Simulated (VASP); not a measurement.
Set up this calculation in VASP 6.6.1, as the native input.

| Quantity | Value |
| --- | --- |
| Task | relaxation of shape and atoms at fixed volume |
| Functional | PBE |
| Potentials or basis | VASP PAW PBE potentials, release 64 (Au) |
| Cutoff | 600 eV |
| k mesh | 16 × 16 × 10 |
| Occupations | gaussian, width 0.1 eV |
| Spin | no spin polarisation |
| Dipole correction | no |
| Further INCAR settings | ALGO = Fast; EDIFF = 1e-07; IBRION = 2; EDIFFG = -0.01; NSW = 50; ISIF = 4 |

The structure of Au lies in POSCAR:

```
Au
1.0
    1.4720946790     -2.6547408886      0.0000000000
    1.4720946790      2.6547408886      0.0000000000
    0.0000000000      0.0000000000      5.0709467943
Au
2
Direct
    0.6645204895      0.3354795105      0.2500000000
    0.3354795105      0.6645204895      0.7500000000
```

One way to write it, as run:

INCAR

```
PREC = Accurate ; ENCUT = 600
EDIFF = 1E-7 ; ISMEAR = 0
SIGMA = 0.1 ; LREAL = F
LASPH = T ; NELM = 80
ALGO = Fast ; ISIF = 4
LWAVE = F ; LCHARG = F
GGA = PE ; IBRION = 2
NSW = 50 ; EDIFFG = -0.01
```

KPOINTS

```
regular mesh
0
Gamma
  16 16 10
```

Potentials or basis: VASP PAW PBE potentials, release 64 (Au).

Launch:

```console
$ cat potpaw_PBE.64/Au/POTCAR > POTCAR
$ mpirun -np 1 vasp_std > vasp.out
```

Results of the run:

- Energy gained by relaxing: 0.1 meV/atom
- Ionic steps: 3
- Pressure after relaxing: -9.9 GPa
- Band gap on the k mesh: zero (bands 11 and 12 overlap by 5.89 eV)

Caveat: spin-orbit coupling is left out, which moves the levels of the heavy elements.

Wall time 7.3 min on 1 thread of Intel(R) Xeon(R) Platinum 8375C CPU @ 2.90GHz (Ice Lake), on a shared host, peak memory 0.39 GiB.
